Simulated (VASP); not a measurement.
Input of a VASP 6.6.1 run:

INCAR

```
SYSTEM = AlN
PREC = Accurate ; ENCUT = 520
EDIFF = 1E-6 ; ISMEAR = 0
SIGMA = 0.05 ; LREAL = .False.
LASPH = .True. ; NELM = 60
ALGO = Normal ; ISIF = 2
LWAVE = .False. ; LCHARG = .False.
GGA = PE ; NBANDS = 26
```

KPOINTS

```
Automatic mesh
0
Gamma
  6 6 6
  0 0 0
```

Contents of POSCAR:

```
AlN
1.0
    4.4025164325      0.0000000000      0.0000000000
    0.0000000000     -4.4025164325      0.0000000000
    0.0000000000      0.0000000000     -4.4025164325
Al N
4 4
Direct
   -0.0404747856      0.0286199954     -0.0404747856
    0.5000000000      0.5000000000      0.0000000000
    0.5000000000      0.0000000000      0.5000000000
    0.0000000000      0.5000000000      0.5000000000
    0.7500000000      0.7500000000      0.7500000000
    0.2500000000      0.2500000000      0.7500000000
    0.2500000000      0.7500000000      0.2500000000
    0.7500000000      0.2500000000      0.2500000000
```

Potentials or basis: VASP PAW PBE potentials, release 64 (Al, N).

Run with:

```console
$ cat potpaw_PBE.64/Al/POTCAR potpaw_PBE.64/N/POTCAR > POTCAR
$ mpirun -np 1 vasp_std > vasp.out
```

Question: Predict the largest force.

Answer: 4.028 eV/Å.

Question: Estimate the pressure.

Answer: 1.7 GPa.

Forces in eV/Å, atoms in the order of the input:
```
Al   2.716  1.213 -2.716
Al  -0.873 -0.650 -0.622
Al  -0.893  0.467  0.893
Al   0.622 -0.650  0.873
N   -0.831  0.634  0.831
N    0.041 -0.356  0.420
N   -0.363 -0.300  0.363
N   -0.420 -0.356 -0.041
```

Caveat: the cell differs from its parent crystal (atom 1 (Al) moved by -0.252 Å along [1 1 0] and -0.126 Å along [0 0 1]); forces of over 1 eV/Å act on the atoms, so gaps and moduli don't describe the material at rest.
